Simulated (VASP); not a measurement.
Wanted: the native input for a VASP 6.6.1 run.

- Task: relaxation of cell and atoms
- Functional: PBE
- Potentials or basis: VASP PAW PBE potentials, release 64 (Zn, S)
- Cutoff: 500 eV
- k mesh: 5 × 5 × 5
- Occupations: gaussian, width 0.01 eV
- Spin: no spin polarisation
- Target pressure: 2 GPa
- Dipole correction: no
- Further INCAR settings: ALGO = Normal; EDIFF = 1e-07; IBRION = 2; EDIFFG = -0.01; NSW = 80; ISIF = 3

The structure of ZnS lies in POSCAR:

```
ZnS
1.0
    0.0000000000      2.7020000000      2.7020000000
    2.7020000000      0.0000000000      2.7020000000
    2.7020000000      2.7020000000      0.0000000000
Zn S
1 1
Direct
    0.2500000000      0.2500000000      0.2500000000
    0.0000000000      0.0000000000      0.0000000000
```

One way to write it, as run:

INCAR

```
PREC     = Accurate       # precision mode
ENCUT    = 500            # plane-wave cutoff, eV
EDIFF    = 1E-7           # SCF threshold, eV
ISMEAR   = 0              # smearing method
SIGMA    = 0.01           # smearing width, eV
LREAL    = False          # projectors in reciprocal space
LASPH    = True           # aspherical terms in the spheres
NELM     = 120            # most SCF steps
ALGO     = Normal         # electronic algorithm
ISIF     = 3              # what is computed and relaxed
LWAVE    = False          # write WAVECAR
LCHARG   = False          # write CHGCAR
GGA      = PE             # functional
IBRION   = 2              # ionic algorithm
NSW      = 80             # ionic steps
EDIFFG   = -0.01          # ionic threshold
PSTRESS  = 20.0         
GGA_COMPAT= False        
NELMIN   = 4
```

KPOINTS

```
Automatic mesh
0
Gamma
  5 5 5
```

Potentials or basis: VASP PAW PBE potentials, release 64 (Zn, S).

Run with:

```console
$ cat potpaw_PBE.64/Zn/POTCAR potpaw_PBE.64/S/POTCAR > POTCAR
$ mpirun -np 1 vasp_std > vasp.out
```

Results of the run:

```yaml
Relaxed_volume: 19.67 Å³/atom
Relaxed_cell: a = 3.817 Å, b = 3.817 Å, c = 3.817 Å, α = 60.00°, β = 60.00°, γ = 60.00°
Space_group_after_relaxing_to_0.05_Å: F-43m (No. 216)
Energy_change_on_relaxing_the_enthalpy_is_what_falls: +0.7 meV/atom
Ionic_steps: 2
Pressure_after_relaxing: 2.1 GPa
Band_gap_on_the_k_mesh: 2.13 eV, direct
```

Caveat: the cell is relaxed towards a set pressure, so the enthalpy falls and the energy may rise.

Wall time 7.4 s on 1 thread of Intel(R) Xeon(R) Platinum 8488C (Sapphire Rapids) (shared host), peak memory 0.15 GiB.
